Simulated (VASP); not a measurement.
Here is a VASP 6.6.1 calculation.

Contents of INCAR:

```
PREC = Accurate
ENCUT = 520
EDIFF = 1E-6
ISMEAR = 0
SIGMA = 0.1
LREAL = F
LASPH = T
NELM = 100
ALGO = Fast
ISIF = 2
LWAVE = F
LCHARG = T
GGA = PS
LELF = T
LVHAR = T
NBANDS = 30
```

Contents of KPOINTS:

```
regular mesh
0
Gamma
  14 14 14
```

POSCAR

```
Ni3Ge
1.0
    3.6306617253      0.0000000000      0.0000000000
    0.0000000000      3.6306617253      0.0000000000
    0.0000000000      0.0000000000      3.4089940307
Ni Ge
3 1
Direct
    0.5000000000      0.0000000000      0.5000000000
    0.0000000000      0.5000000000      0.5000000000
    0.5000000000      0.5000000000      0.0000000000
    0.0000000000      0.0000000000      0.0000000000
```

Potentials or basis: VASP PAW PBE potentials, release 64 (Ni, Ge_d).

Launch:

```console
$ cat potpaw_PBE.64/Ni/POTCAR potpaw_PBE.64/Ge_d/POTCAR > POTCAR
$ mpirun -np 1 vasp_std > vasp.out
```

(1) Predict the pressure.

(2) Predict the band gap on the k mesh.

## Answers

(1) -4.8 GPa.

(2) zero (bands 22 and 23 overlap by 0.35 eV).

Caveat: the cell differs from its parent crystal (biaxial strain in the a-b plane: +3.0 %, then relaxed in part); the stress differs along the axes, from -7 to 0 GPa; the PAW data sets were made with another functional, which shifts forces and pressure a little.
